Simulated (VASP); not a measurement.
# ZrSi7 (P2_1) in VASP: single point with PBE

Aim: the single point of ZrSi7 with PBE.

All numbers are computed with VASP 6.6.1; they aren't measurements. Logs are shortened: lines on timing, memory, paths and dates and some standing lists are left out, and cuts for length are marked.

## 1. The cell of the first run

Symmetry: P2_1, No. 4, monoclinic system. Conventional cell: a = 5.101 Å, b = 5.258 Å, c = 9.694 Å, α = 90.00°, β = 99.59°, γ = 90.00°. Within 3.6 Å of Zr (site symmetry 1) lie 13 Si at 2.76 to 3.22 Å. Si (site symmetry 1) has 6 Si at 2.42 to 2.58 Å and 2 Zr at 2.84 to 3.08 Å within 3.2 Å. Si (site symmetry 1) has 15 Si at 2.54 to 3.83 Å and 2 Zr at 2.85 to 2.95 Å within 3.9 Å. Within 3.4 Å of Si (site symmetry 1) lie 10 Si at 2.50 to 3.37 Å and 2 Zr at 2.94 to 3.22 Å. Within 3.2 Å of Si (site symmetry 1) lie 6 Si at 2.44 to 2.66 Å and 2 Zr at 2.84 to 2.85 Å. Si (site symmetry 1) has 7 Si at 2.37 to 2.95 Å and 1 Zr at 2.87 Å within 3.1 Å. Within 3.2 Å of Si (site symmetry 1) lie 6 Si at 2.44 to 2.66 Å and 2 Zr at 2.82 to 2.87 Å. Within 3.1 Å of Si (site symmetry 1) lie 6 Si at 2.37 to 2.93 Å and 2 Zr at 2.76 to 2.83 Å.

## 2. Single point, PBE

The input, INCAR:

```
  PREC = Accurate
  ENCUT = 520
  EDIFF = 1E-6
  ISMEAR = 0
  SIGMA = 0.1
  LREAL = Auto
  LASPH = T
  NELM = 80
  ALGO = Normal
  ISIF = 2
  LWAVE = F
  LCHARG = F
  GGA = PE
  NBANDS = 54
```

The input, KPOINTS:

```
Automatic mesh
0
Gamma
  6 6 4
```

The input, POSCAR:

```
ZrSi7
1.0
    5.1010067849      0.0000000000     -0.0009313030
    0.0000000000      5.2577358867      0.0000000000
   -1.6127301297      0.0000000000      9.5584889594
Zr Si
2 14
Direct
    0.5671412229      1.0009207134      0.7243537720
    0.4328587771      0.5009207134      0.2756462280
    0.1658037385      0.0264019181      0.2712885893
    0.3346617928      0.5115582866      0.7391690119
    0.4184452270      0.2644234931      0.9677822544
    0.2381057892      0.7594062102      0.4965384837
    0.0788447160      0.7679873591      0.0623994978
    0.2413483899      0.2649637658      0.5071340349
    0.6653382072      0.0115582866      0.2608309881
    0.8341962615      0.5264019181      0.7287114107
    0.9211552840      0.2679873591      0.9376005022
    0.7586516101      0.7649637658      0.4928659651
    0.5815547730      0.7644234931      0.0322177456
    0.7618942108      0.2594062102      0.5034615163
    0.8915628082      0.4039184028      0.1680420586
    0.1084371918      0.9039184028      0.8319579414
```

Potentials or basis: VASP PAW PBE potentials, release 64 (Zr_sv, Si).

Launch:

```bash
> cat potpaw_PBE.64/Zr_sv/POTCAR potpaw_PBE.64/Si/POTCAR > POTCAR
> mpirun -np 1 vasp_std > vasp.out
```

OUTCAR:

```text
PREC = Accurate
   ENCUT = 520
   EDIFF = 1E-6
   ISMEAR = 0
   LREAL = Auto
   LASPH = T
   NELM = 80
   ISIF = 2
   GGA = PE

 ion  position               nearest neighbor table
   1  0.567  0.001  0.724-  16 2.76   8 2.82  16 2.83  10 2.84   6 2.84   4 2.85  14 2.85  12 2.87
                            11 2.87   5 2.94   4 2.95  10 3.08  13 3.22
   2  0.433  0.501  0.276-  15 2.76  12 2.82  15 2.83   3 2.84  14 2.84   9 2.85   6 2.85   8 2.87
                             7 2.87  13 2.94   9 2.95   3 3.08   5 3.22
   3  0.166  0.026  0.271-   7 2.42  15 2.54   9 2.54   9 2.57   6 2.57   8 2.58   2 2.84   2 3.08

   4  0.335  0.512  0.739-  10 2.54   5 2.54  10 2.57   8 2.57  16 2.60   6 2.66   1 2.85   1 2.95

   5  0.418  0.264  0.968-  11 2.50   4 2.54  11 2.63  16 2.67  13 2.80  13 2.80  15 2.93   1 2.94
                             2 3.22
   6  0.238  0.759  0.497-  12 2.44   3 2.57   8 2.60   8 2.66  12 2.66   4 2.66   1 2.84   2 2.85

   7  0.079  0.768  0.062-  16 2.37   3 2.42  15 2.44  13 2.50  13 2.63   2 2.87  11 2.95  11 2.95

   8  0.241  0.265  0.507-  14 2.44   4 2.57   3 2.58   6 2.60   6 2.66  14 2.66   1 2.82   2 2.87

   9  0.665  0.012  0.261-   3 2.54  13 2.54   3 2.57  12 2.57  15 2.60  14 2.66   2 2.85   2 2.95

  10  0.834  0.526  0.729-  11 2.42  16 2.54   4 2.54   4 2.57  14 2.57  12 2.58   1 2.84   1 3.08

  11  0.921  0.268  0.938-  15 2.37  10 2.42  16 2.44   5 2.50   5 2.63   1 2.87   7 2.95   7 2.95

  12  0.759  0.765  0.493-   6 2.44   9 2.57  10 2.58  14 2.60  14 2.66   6 2.66   2 2.82   1 2.87

  13  0.582  0.764  0.032-   7 2.50   9 2.54   7 2.63  15 2.67   5 2.80   5 2.80  16 2.93   2 2.94
                             1 3.22
  14  0.762  0.259  0.503-   8 2.44  10 2.57  12 2.60  12 2.66   8 2.66   9 2.66   2 2.84   1 2.85

  15  0.892  0.404  0.168-  11 2.37   7 2.44   3 2.54   9 2.60  13 2.67   2 2.76   2 2.83   5 2.93

  16  0.108  0.904  0.832-   7 2.37  11 2.44  10 2.54   4 2.60   5 2.67   1 2.76   1 2.83  13 2.93

  LATTYP: Found a simple monoclinic cell.
 ALAT       =     5.1010068699
 B/A-ratio  =     1.0307251138
 C/A-ratio  =     1.9003279653
 COS(beta)  =    -0.1665508737

  Lattice vectors:

 A1 = (   5.1010067849,   0.0000000000,  -0.0009313030)
 A2 = (   0.0000000000,   5.2577358867,   0.0000000000)
 A3 = (  -1.6127301297,   0.0000000000,   9.5584889594)

Analysis of symmetry for initial positions (statically):
=====================================================================
 Subroutine PRICEL returns:
 Original cell was already a primitive cell.

 Routine SETGRP: Setting up the symmetry group for a
 simple monoclinic supercell.

 Subroutine GETGRP returns: Found  2 space group operations
 (whereof  1 operations were pure point group operations)
 out of a pool of  4 trial point group operations.

The static configuration has the point symmetry C_1 .
 The point group associated with its full space group is C_2 .

Analysis of symmetry for dynamics (positions and initial velocities):
=====================================================================
 Subroutine PRICEL returns:
 Original cell was already a primitive cell.

 Routine SETGRP: Setting up the symmetry group for a
 simple monoclinic supercell.

 Subroutine GETGRP returns: Found  2 space group operations
 (whereof  1 operations were pure point group operations)
 out of a pool of  4 trial point group operations.

The dynamic configuration has the point symmetry C_1 .
 The point group associated with its full space group is C_2 .

 Subroutine INISYM returns: Found  2 space group operations
 (whereof  1 operations are pure point group operations),
 and found     1 'primitive' translations

----------------------------------------------------------------------------------------

                                     Primitive cell

  volume of cell :     256.3484

  direct lattice vectors                    reciprocal lattice vectors
     5.101006785  0.000000000 -0.000931303     0.196045770  0.000000000  0.033077291
     0.000000000  5.257735887  0.000000000     0.000000000  0.190195936  0.000000000
    -1.612730130  0.000000000  9.558488959     0.000019101  0.000000000  0.104622269

  length of vectors
     5.101006870  5.257735887  9.693586006     0.198816627  0.190195936  0.104622271

  position of ions in fractional coordinates (direct lattice)
     0.567141223  0.000920713  0.724353772
     0.432858777  0.500920713  0.275646228
     0.165803739  0.026401918  0.271288589
     0.334661793  0.511558287  0.739169012
     0.418445227  0.264423493  0.967782254
     0.238105789  0.759406210  0.496538484
[... 8 lines left out ...]
     0.891562808  0.403918403  0.168042059
     0.108437192  0.903918403  0.831957941

  ion indices of the primitive-cell ions
   primitive index   ion index
                 1           1
                 2           2
                 3           3
                 4           4
                 5           5
                 6           6
[... 8 lines left out ...]
                15          15
                16          16

----------------------------------------------------------------------------------------

 KPOINTS: Automatic mesh

Automatic generation of k-mesh.
 Grid dimensions read from file:
 generate k-points for:    6    6    4

 Generating k-lattice:

  Cartesian coordinates                     Fractional coordinates (reciprocal lattice)
     0.032674295  0.000000000  0.005512882     0.166666667  0.000000000 -0.000000000
     0.000000000  0.031699323  0.000000000     0.000000000  0.166666667  0.000000000
     0.000004775  0.000000000  0.026155567    -0.000000000  0.000000000  0.250000000

  Length of vectors
     0.033136105  0.031699323  0.026155568

  Shift w.r.t. Gamma in fractional coordinates (k-lattice)
     0.000000000  0.000000000  0.000000000

 Subroutine IBZKPT returns following result:
 ===========================================

 Found     56 irreducible k-points:

 Following reciprocal coordinates:
            Coordinates               Weight
  0.000000  0.000000  0.000000      1.000000
  0.166667  0.000000  0.000000      2.000000
  0.333333  0.000000  0.000000      2.000000
  0.500000  0.000000  0.000000      1.000000
  0.000000  0.166667  0.000000      2.000000
  0.166667  0.166667  0.000000      4.000000
[... 16 lines left out ...]
  0.000000  0.166667  0.250000      4.000000
  0.166667  0.166667  0.250000      4.000000
 [... further k-points ...]
   k-points           NKPTS =     56   k-points in BZ     NKDIM =     56   number of bands    NBANDS=     54
   number of dos      NEDOS =    301   number of ions     NIONS =     16
   total plane-waves  NPLWV = 115200
   dimension x,y,z NGX =    40 NGY =   40 NGZ =   72
   dimension x,y,z NGXF=    80 NGYF=   80 NGZF=  144
   ions per type =               2  14
   NGX,Y,Z   is equivalent  to a cutoff of  13.04, 12.65, 12.35 a.u.
   NGXF,Y,Z  is equivalent  to a cutoff of  26.07, 25.30, 24.70 a.u.
 SYSTEM =  unknown system
   PREC   = accura    normal or accurate (medium, high low for compatibility)
   ISTART =      0    job   : 0-new  1-cont  2-samecut
   ICHARG =      2    charge: 1-file 2-atom 10-const
   ISPIN  =      1    spin polarized calculation?
   LNONCOLLINEAR =      F non collinear calculations
   LSORBIT =      F    spin-orbit coupling
   LASPH  =      T    aspherical Exc in radial PAW
   ENCUT  =  520.0 eV  38.22 Ry    6.18 a.u.   9.48  9.78 18.02*2*pi/ulx,y,z
   NELM   =     80;   NELMIN=  2; NELMDL= -5     # of ELM steps
   EDIFF  = 0.1E-05   stopping-criterion for ELM
   LREAL  =      T    real-space projection
   EDIFFG = 0.1E-04   stopping-criterion for IOM
   NSW    =      0    number of steps for IOM
   IBRION =     -1    ionic relax: 0-MD 1-quasi-New 2-CG
   NFREE  =      0    steps in history (QN), initial steepest desc. (CG)
   ISIF   =      2    stress and relaxation
   ISYM   =      2    0-nonsym 1-usesym 2-fastsym
   POTIM  = 0.5000    time-step for ionic-motion
   TEBEG  =    0.0;   TEEND  =   0.0 temperature during run
   PSTRESS=    0.0 pullay stress
   NELECT =      80.0000    total number of electrons
   NUPDOWN=      -1.0000    fix difference up-down
   EMIN   =  10.00;   EMAX   =-10.00  energy-range for DOS
   EFERMI =   0.00;   METHOD = LEGACY
   ISMEAR =     0;   SIGMA  =   0.10  broadening in eV -4-tet -1-fermi 0-gaus
   EFERMI_NEDOS =   21; number of points for ismear=-14 and -15
   IALGO  =     38    algorithm
   IMIX   =      4    mixing-type and parameters
     AMIX     =   0.40;   BMIX     =  1.00
     AMIX_MAG =   1.60;   BMIX_MAG =  1.00
  volume/ion in A,a.u.               =      16.02       108.12
  Fermi-wavevector in a.u.,A,eV,Ry     =   1.110439  2.098425 16.776996  1.233074
  Thomas-Fermi vector in A             =   2.246990
   LORBIT       =      0    0 simple, 1 ext, 2 COOP (PROOUT), +10 PAW based schemes
   GGA     = PE    functional components
   LHFCALC =     F    Hartree Fock is set to
   AEXX    =    0.0000 exact exchange contribution
   IVDW    =     0    specifies the selected vdW correction
   LEPSILON=     F    determine dielectric tensor
   LRPA    =     F    only Hartree local field effects (RPA)
 non-spin polarized calculation
 Gauss-broadening in eV      SIGMA  =   0.10
  energy-cutoff  :      520.00
  volume of cell :      256.35
 maximum number of plane-waves:      6935
 NGX is ok and might be reduce to    40
   NGX = 19   NGY = 19   NGZ = 37

 number of electron      80.0000000 magnetization

 Free energy of the ion-electron system (eV)
  ---------------------------------------------------
  ext. energy  EPLUGINS =         0.00000000
  ---------------------------------------------------
  free energy    TOTEN  =       -92.94633378 eV

  energy without entropy =      -92.92364526  energy(sigma->0) =      -92.93498952

 E-fermi :   9.3339     XC(G=0): -10.9716

 val. band max:        9.3257940174   @ k =   0.1667   0.3333   0.0000
 cond. band min:       9.3350136504   @ k =   0.1667   0.5000   0.2500
 fundamental gap:      0.0092196330
 Fermi energy:         9.3338546553

 k-point     1 :       0.0000    0.0000    0.0000
  band No.  band energies     occupation
      1     -39.4536      2.00000
      2     -39.4535      2.00000
      3     -17.5963      2.00000
      4     -17.5955      2.00000
      5     -17.5813      2.00000
      6     -17.5742      2.00000
[... 44 lines left out ...]
     51      12.4045      0.00000
     52      12.4391      0.00000

 k-point     2 :       0.1667    0.0000    0.0000
  band No.  band energies     occupation
      1     -39.4536      2.00000
      2     -39.4535      2.00000
      3     -17.5964      2.00000
      4     -17.5955      2.00000
      5     -17.5811      2.00000
      6     -17.5740      2.00000
[... 44 lines left out ...]
     51      12.2985      0.00000
     52      12.4436      0.00000

 k-point     3 :       0.3333    0.0000    0.0000
  band No.  band energies     occupation
      1     -39.4536      2.00000
      2     -39.4534      2.00000
      3     -17.5965      2.00000
      4     -17.5955      2.00000
      5     -17.5807      2.00000
      6     -17.5737      2.00000
[... 44 lines left out ...]
     51      12.1533      0.00000
     52      12.5527      0.00000
[... 1046 lines left out ...]
 k-point    23 :       0.0000    0.1667    0.2500
  band No.  band energies     occupation
      1     -39.4536      2.00000
      2     -39.4535      2.00000
      3     -17.5977      2.00000
      4     -17.5968      2.00000
      5     -17.5807      2.00000
      6     -17.5750      2.00000
[... 44 lines left out ...]
     51      12.0259      0.00000
     52      12.3241      0.00000

 k-point    24 :       0.1667    0.1667    0.2500
  band No.  band energies     occupation
      1     -39.4536      2.00000
      2     -39.4535      2.00000
      3     -17.5977      2.00000
      4     -17.5967      2.00000
      5     -17.5805      2.00000
      6     -17.5748      2.00000
[... 44 lines left out ...]
     51      12.2295      0.00000
     52      12.3463      0.00000

 [... further k-points ...]

 [bands above 52 left out]

------------------------ aborting loop because EDIFF is reached ----------------------------------------

  FORCE on cell =-STRESS in cart. coord.  units (eV):
  Direction    XX          YY          ZZ          XY          YZ          ZX
  --------------------------------------------------------------------------------------
  -------------------------------------------------------------------------------------
  Total       -0.0385197     -0.0557043     -0.0716403      0.0000000      0.0000000      0.0204731
  in kB       -0.2407478     -0.3481519     -0.4477521      0.0000000      0.0000000      0.1279567
  external PRESSURE =      -0.3455506 kB  Pullay stress =       0.0000000 kB

 VOLUME and BASIS-vectors are now :
 -----------------------------------------------------------------------------
  energy-cutoff  :      520.00
  volume of cell :      256.35
      direct lattice vectors                 reciprocal lattice vectors
     5.101006785  0.000000000 -0.000931303     0.196045770  0.000000000  0.033077291
     0.000000000  5.257735887  0.000000000     0.000000000  0.190195936  0.000000000
    -1.612730130  0.000000000  9.558488959     0.000019101  0.000000000  0.104622269

 POSITION                                       TOTAL-FORCE (eV/Angst)
 -----------------------------------------------------------------------------------
      1.72480      0.00484      6.92320        -0.000268      0.000041      0.002171
      1.76347      2.63371      2.63436         0.000268      0.000041     -0.002171
      0.40825      0.13881      2.59295        -0.001882      0.000359     -0.002503
      0.51503      2.68964      7.06503        -0.003472     -0.000226      0.000368
      0.57372      1.39027      9.25015         0.003316      0.001326     -0.001466
      0.41380      3.99276      4.74594        -0.001970     -0.001330     -0.001067
[... 8 lines left out ...]
      4.27686      2.12370      1.60540         0.004850     -0.001123     -0.008019
     -0.78858      4.75256      7.95216        -0.004850     -0.001123      0.008019
 -----------------------------------------------------------------------------------
    total drift:                               -0.000000     -0.010575      0.000000

  FREE ENERGIE OF THE ION-ELECTRON SYSTEM (eV)
  ---------------------------------------------------
  free  energy   TOTEN  =       -92.9463337816 eV

  energy  without entropy=      -92.9236452637  energy(sigma->0) =      -92.93498952
```

Run time: 17 min. Hardware: 1 thread of AMD EPYC 9R45 (Zen 5), shared host; peak memory 0.58 GiB.

What came out:

```
Free energy            : -92.9463 eV
Pressure               : 0.0 GPa
Largest force          : 0.009 eV/Å
Band gap on the k mesh : zero (bands 40 and 41 overlap by 0.93 eV)
```

Forces in eV/Å, atoms in the order of the input:
```
Zr   0.000  0.000  0.002
Zr   0.000  0.000 -0.002
Si  -0.002  0.000 -0.003
Si  -0.003  0.000  0.000
Si   0.003  0.001 -0.001
Si  -0.002 -0.001 -0.001
Si  -0.001  0.000 -0.002
Si  -0.002  0.001  0.002
Si   0.003  0.000  0.000
Si   0.002  0.000  0.003
Si   0.001  0.000  0.002
Si   0.002  0.001 -0.002
Si  -0.003  0.001  0.001
Si   0.002 -0.001  0.001
Si   0.005 -0.001 -0.008
Si  -0.005 -0.001  0.008
```

Levels at points of the mesh, in eV from the Fermi level:
```csv
k point,band 37,band 38,band 39,band 40,band 41,band 42,band 43,band 44
"(0.00, 0.00, 0.00)",-1.74,-1.43,-1.24,-0.78,-0.56,-0.22,0.41,1.29
"(0.50, 0.00, 0.00)",-1.03,-0.97,-0.47,-0.15,0.32,0.62,0.78,0.80
"(0.00, 0.50, 0.00)",-0.94,-0.94,-0.28,-0.28,0.77,0.77,0.89,0.89
"(0.50, 0.50, 0.00)",-0.39,-0.39,-0.09,-0.09,0.18,0.18,0.75,0.75
"(0.00, 0.00, 0.50)",-2.16,-1.52,-1.22,-0.51,0.30,0.30,0.86,1.00
"(0.50, 0.00, 0.50)",-0.92,-0.68,-0.50,0.37,0.49,0.56,0.98,1.12
"(0.00, 0.50, 0.50)",-1.24,-1.24,-0.62,-0.62,-0.35,-0.35,0.88,0.88
"(0.50, 0.50, 0.50)",-0.45,-0.45,-0.21,-0.21,0.15,0.15,0.56,0.56
```
